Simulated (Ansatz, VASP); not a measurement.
## One calculation of BN, two programs

```
B N
1.0
     1.20293    0.69451    3.16309
    -1.20293    0.69451    3.16309
     0.00000   -1.38903    3.16309
B N
1 1
Direct
  0.99970 0.99970 0.99970
  0.33274 0.33274 0.33274
```

Change from the starting cell: strain -0.040 along x and y, -0.040 along z, atoms carried along.

Alike in both runs: task single point; functional PBE; dispersion D3(BJ); k mesh 12 × 12 × 12; occupations gaussian, width 0.05 eV; no spin polarisation.

|  | VASP | Ansatz |
| --- | --- | --- |
| version | VASP 6.6.1 | Ansatz 0.2.0 |
| potentials or method | VASP PAW PBE potentials, release 64 (B, N), cutoff 520 eV | scalar-relativistic, plane waves, PAW |
| valence electrons in the cell | 8 | 8 |

Ansatz gave:

| Quantity | Value |
| --- | --- |
| gap on the k mesh at the Fermi level (eV) | 4.37 |
| least direct gap on the mesh (eV) | 5.01 |
| pressure (GPa) | 37.5 |
| traceless stress, the component that is largest in VASP (GPa) | -36.17 |
| rms of the force components (eV/Å) | 0.007 |

Q: Estimate VASP's values.

A: gap on the k mesh at the Fermi level (eV): 4.36; least direct gap on the mesh (eV): 5.00; pressure (GPa): 37.6; traceless stress, the component that is largest in VASP (GPa): -36.42; rms of the force components (eV/Å): 0.007.

Atom by atom the forces differ by 0.000 eV/Å (rms over components). Both programs put the cell under a high pressure, so it lies far from rest at this level.
